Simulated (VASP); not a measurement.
# ZnSe (I-4m2) in VASP: further runs, part 2 of 2

VASP 6.6.1. The steps go on from the part before.

## (5) Single point, r2SCAN (strain -0.080 along x and y, +0.080 along z)

Input file POSCAR:

```
ZnSe
1.0
    0.0000000000      2.6063096149      3.0595808523
    2.6063096149      0.0000000000      3.0595808523
    2.6063096149      2.6063096149      0.0000000000
Zn Se
1 1
Direct
    0.0000000000      0.0000000000      0.0000000000
    0.7500000000      0.7500000000      0.7500000000
```

Input file INCAR.step1:

```
SYSTEM = ZnSe
ALGO     = Normal         ! electronic algorithm
EDIFF    = 1E-4           ! SCF threshold, eV
ENCUT    = 520            ! plane-wave cutoff, eV
GGA      = PE             ! functional
ISMEAR   = 0              ! smearing method
LASPH    = .True.         ! aspherical terms in the spheres
LCHARG   = .False.        ! write CHGCAR
LREAL    = .False.        ! projectors in reciprocal space
LWAVE    = .True.         ! write WAVECAR
NBANDS   = 16             ! bands
NELM     = 60             ! most SCF steps
PREC     = Accurate       ! precision mode
SIGMA    = 0.05           ! smearing width, eV
```

Input file INCAR.step2:

```
SYSTEM = ZnSe
ALGO     = Normal         ! electronic algorithm
EDIFF    = 1E-6           ! SCF threshold, eV
ENCUT    = 520            ! plane-wave cutoff, eV
ISIF     = 2              ! what is computed and relaxed
ISMEAR   = 0              ! smearing method
ISTART   = 1            
LASPH    = .True.         ! aspherical terms in the spheres
LCHARG   = .False.        ! write CHGCAR
LMIXTAU  = .True.       
LREAL    = .False.        ! projectors in reciprocal space
LWAVE    = .False.        ! write WAVECAR
METAGGA  = R2SCAN         ! meta-GGA
NBANDS   = 16             ! bands
NELM     = 60             ! most SCF steps
PREC     = Accurate       ! precision mode
SIGMA    = 0.05           ! smearing width, eV
```

Input file KPOINTS:

```
k-points
0
Gamma
  8 8 8
  0 0 0
```

Potentials or basis: VASP PAW PBE potentials, release 64 (Zn, Se).

Started as:

```bash
$ cat potpaw_PBE.64/Zn/POTCAR potpaw_PBE.64/Se/POTCAR > POTCAR
$ cp INCAR.step1 INCAR
$ mpirun -np 1 vasp_std > vasp.out
$ cp INCAR.step2 INCAR
$ mpirun -np 1 vasp_std > vasp.out
```

OUTCAR:

```text
SYSTEM = ZnSe
   EDIFF = 1E-6
   ENCUT = 520
   ISIF = 2
   ISMEAR = 0
   ISTART = 1
   LASPH = .True.
   LREAL = .False.
   METAGGA = R2SCAN
   NELM = 60
   PREC = Accurate

 ion  position               nearest neighbor table
   1  0.000  0.000  0.000-   2 2.40   2 2.40   2 2.40   2 2.40
   2  0.750  0.750  0.750-   1 2.40   1 2.40   1 2.40   1 2.40

  LATTYP: Found a body centered tetragonal cell.
 ALAT       =     3.6858784051
 C/A-ratio  =     1.6601637471

  Lattice vectors:

 A1 = (  -2.6063096149,   0.0000000000,   3.0595808523)
 A2 = (   2.6063096149,   0.0000000000,   3.0595808523)
 A3 = (   0.0000000000,   2.6063096149,  -3.0595808523)

Analysis of symmetry for initial positions (statically):
=====================================================================
 Subroutine PRICEL returns:
 Original cell was already a primitive cell.

 Routine SETGRP: Setting up the symmetry group for a
 body centered tetragonal supercell.

 Subroutine GETGRP returns: Found  8 space group operations
 (whereof  8 operations were pure point group operations)
 out of a pool of 16 trial point group operations.

The static configuration has the point symmetry D_2d.

Analysis of symmetry for dynamics (positions and initial velocities):
=====================================================================
 Subroutine PRICEL returns:
 Original cell was already a primitive cell.

 Routine SETGRP: Setting up the symmetry group for a
 body centered tetragonal supercell.

 Subroutine GETGRP returns: Found  8 space group operations
 (whereof  8 operations were pure point group operations)
 out of a pool of 16 trial point group operations.

The dynamic configuration has the point symmetry D_2d.

 Subroutine INISYM returns: Found  8 space group operations
 (whereof  8 operations are pure point group operations),
[... 112 lines left out ...]
   EFERMI_NEDOS =   21; number of points for ismear=-14 and -15
   IALGO  =     38    algorithm
   IMIX   =      4    mixing-type and parameters
     AMIX     =   0.40;   BMIX     =  1.00
     AMIX_MAG =   1.60;   BMIX_MAG =  1.00
  volume/ion in A,a.u.               =      20.78       140.25
  Fermi-wavevector in a.u.,A,eV,Ry     =   1.238562  2.340542 20.871818  1.534035
  Thomas-Fermi vector in A             =   2.373082
   LORBIT       =      0    0 simple, 1 ext, 2 COOP (PROOUT), +10 PAW based schemes
   METAGGA = R2SCAN    functional components
   LHFCALC =     F    Hartree Fock is set to
   AEXX    =    0.0000 exact exchange contribution
   IVDW    =     0    specifies the selected vdW correction
   LEPSILON=     F    determine dielectric tensor
   LRPA    =     F    only Hartree local field effects (RPA)
 non-spin polarized calculation
 Gauss-broadening in eV      SIGMA  =   0.05
  energy-cutoff  :      520.00
  volume of cell :       41.57
 maximum number of plane-waves:      1143
 NGX is ok and might be reduce to    30
   NGX = 15   NGY = 15   NGZ = 13

 number of electron      17.9999998 magnetization

 Free energy of the ion-electron system (eV)
  ---------------------------------------------------
  ext. energy  EPLUGINS =         0.00000000
  ---------------------------------------------------
  free energy    TOTEN  =       -24.72821073 eV

  energy without entropy =      -24.72821073  energy(sigma->0) =      -24.72821073

 E-fermi :   2.6206     XC(G=0): -10.3860

 val. band max:        2.3865119185   @ k =   0.0000   0.0000   0.0000
 cond. band min:       4.2395930135   @ k =   0.0000   0.0000   0.0000
 fundamental gap:      1.8530810951
 Fermi energy:         2.6206447312

 k-point     1 :       0.0000    0.0000    0.0000
  band No.  band energies     occupation
      1     -12.1853      2.00000
      2      -4.9804      2.00000
      3      -4.8813      2.00000
      4      -4.8811      2.00000
      5      -4.4735      2.00000
      6      -4.4314      2.00000
[... 433 lines left out ...]
      3      -4.8051      2.00000
      4      -4.7284      2.00000
      5      -4.4588      2.00000
      6      -4.3839      2.00000
[... 8 lines left out ...]
     15      14.5459      0.00000
     16      16.2488      0.00000

 [... further k-points ...]

------------------------ aborting loop because EDIFF is reached ----------------------------------------

  FORCE on cell =-STRESS in cart. coord.  units (eV):
  Direction    XX          YY          ZZ          XY          YZ          ZX
  --------------------------------------------------------------------------------------
  -------------------------------------------------------------------------------------
  Total        2.4125728      2.4125728      0.3464983      0.0000000      0.0000000      0.0000000
  in kB       92.9923160     92.9923160     13.3557352      0.0000000      0.0000000      0.0000000
  external PRESSURE =      66.4467891 kB  Pullay stress =       0.0000000 kB

 VOLUME and BASIS-vectors are now :
 -----------------------------------------------------------------------------
  energy-cutoff  :      520.00
  volume of cell :       41.57
      direct lattice vectors                 reciprocal lattice vectors
     0.000000000  2.606309615  3.059580852    -0.191842135  0.191842135  0.163421078
     2.606309615  0.000000000  3.059580852     0.191842135 -0.191842135  0.163421078
     2.606309615  2.606309615  0.000000000     0.191842135  0.191842135 -0.163421078

 POSITION                                       TOTAL-FORCE (eV/Angst)
 -----------------------------------------------------------------------------------
      0.00000      0.00000      0.00000         0.000000      0.000000      0.000000
      3.90946      3.90946      4.58937         0.000000      0.000000     -0.000000
 -----------------------------------------------------------------------------------
    total drift:                                0.000025      0.000025     -0.000651

  FREE ENERGIE OF THE ION-ELECTRON SYSTEM (eV)
  ---------------------------------------------------
  free  energy   TOTEN  =       -24.7282107290 eV

  energy  without entropy=      -24.7282107290  energy(sigma->0) =      -24.72821073
```

OUTCAR.step1:

```text
SYSTEM = ZnSe
   EDIFF = 1E-4
   ENCUT = 520
   GGA = PE
   ISMEAR = 0
   LASPH = .True.
   LREAL = .False.
[... 678 lines left out ...]
      0.00000      0.00000      0.00000        -0.000000     -0.000000     -0.000000
      3.90946      3.90946      4.58937         0.000000      0.000000      0.000000
 -----------------------------------------------------------------------------------
    total drift:                                0.000003      0.000003     -0.000014

  FREE ENERGIE OF THE ION-ELECTRON SYSTEM (eV)
  ---------------------------------------------------
  free  energy   TOTEN  =        -5.7914715556 eV

  energy  without entropy=       -5.7914715556  energy(sigma->0) =       -5.79147156
```

Run time: 3.1 min. Hardware: 1 thread of Intel Xeon 8259CL, shared host; peak memory 0.19 GiB.

Results:

| Property | Result |
| --- | --- |
| Free energy | -24.7282 eV |
| Pressure | 6.6 GPa |
| Band gap on the k mesh | 1.85 eV |

Stress tensor (GPa, compression positive):
```
9.30 0.00 0.00
0.00 9.30 0.00
0.00 0.00 1.34
```

Caveat: the cell differs from its parent crystal (strain -0.080 along x and y, +0.080 along z); the stress differs along the axes, from 1 to 9 GPa; the PAW data sets were made with another functional, which shifts forces and pressure a little.

## (6) The runs side by side

```tsv
cell	gap on the mesh (eV)	pressure (GPa)
a = 3.849, b = 3.849, c = 3.686 Å, angles 61.4, 61.4, 57.2°, 2 atoms	2.48	15.7
a = 3.767, b = 3.767, c = 3.846 Å, angles 59.3, 59.3, 61.4°, 2 atoms	2.52	15.7
a = 3.934, b = 3.934, c = 3.686 Å, angles 62.1, 62.1, 55.9°, 2 atoms	2.17	10.8
a = 4.019, b = 4.019, c = 3.686 Å, angles 62.7, 62.7, 54.6°, 2 atoms	1.85	6.6
```

Alike in all rows: task single point; level r2SCAN; potentials or basis VASP PAW PBE potentials, release 64 (Zn, Se); no spin polarisation; k mesh 8 × 8 × 8; cutoff (eV) 520; smearing gaussian 0.05 eV.

Caveats: the PAW data sets were made with another functional, which shifts forces and pressure a little; the cell stands under pressure (at least some runs); the stress differs along the axes, from 7 to 13 GPa (at least some runs); the stress differs along the axes, from 1 to 9 GPa (at least some runs).

Total energies depend on the potentials used, so only differences within one code and one set of settings carry meaning.
